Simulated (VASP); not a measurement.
# Mo: single point with PBEsol

The system is Mo.

```
Mo
1.0
    -1.59412    1.59412    1.59412
     1.59412   -1.59412    1.59412
     1.59412    1.59412   -1.59412
Mo
1
Direct
  0.00000 0.00000 0.00000
```

| Quantity | Value |
| --- | --- |
| Program | VASP 6.6.1 |
| Task | single point |
| Functional | PBEsol |
| Potentials or basis | VASP PAW PBE potentials, release 64 (Mo_sv) |
| Cutoff | 500 eV |
| k mesh | 13 × 13 × 13 |
| Occupations | fermi-dirac, width 0.05 eV |
| Spin | no spin polarisation |
| Dipole correction | no |
| Further INCAR settings | ALGO = Normal; EDIFF = 1e-06; NBANDS = 13 |

```
Pressure               : -13.5 GPa
Band gap on the k mesh : zero (band 7 reaches 15.34 eV, above the bottom of band 8 at 10.59 eV)
```

Levels at points of the mesh, in eV from the Fermi level:
```tsv
k point	band 4	band 5	band 6	band 7	band 8	band 9	band 10	band 11
(0.00, 0.00, 0.00)	-34.67	-7.27	-1.41	-1.41	-1.41	1.47	1.47	14.65
```

Wall time 23 s on 1 thread of Intel Xeon 8259CL (shared host), peak memory 0.13 GiB.

Caveat: the PAW data sets were made with another functional, which shifts forces and pressure a little.
